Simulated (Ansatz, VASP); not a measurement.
# BaF2: VASP beside Ansatz

```
CELL_PARAMETERS angstrom
0.00000 3.10005 3.10005
3.10005 0.00000 3.10005
3.10005 3.10005 0.00000
ATOMIC_POSITIONS crystal
Ba 0.00000 0.00000 0.00000
F 0.25000 0.25000 0.25000
F 0.75000 0.75000 0.75000
```

Alike in both runs: task single point; functional revPBE; k mesh 6 × 6 × 6; occupations gaussian, width 0.05 eV; no spin polarisation.

|  | VASP | Ansatz |
| --- | --- | --- |
| version | VASP 6.6.1 | Ansatz 0.2.0 |
| potentials or method | VASP PAW PBE potentials, release 64 (Ba_sv, F), cutoff 600 eV | scalar-relativistic, plane waves, PAW |
| valence electrons in the cell | 24 | 24 |

```csv
,VASP,Ansatz,Ansatz less VASP
gap on the k mesh at the Fermi level (eV),7.07,7.14,+0.072
least direct gap on the mesh (eV),7.13,7.22,+0.082
pressure (GPa),4.4,3.4,-0.99
```

VASP's potentials were made for PBE, not for revPBE.

Neither program's run includes spin-orbit coupling.
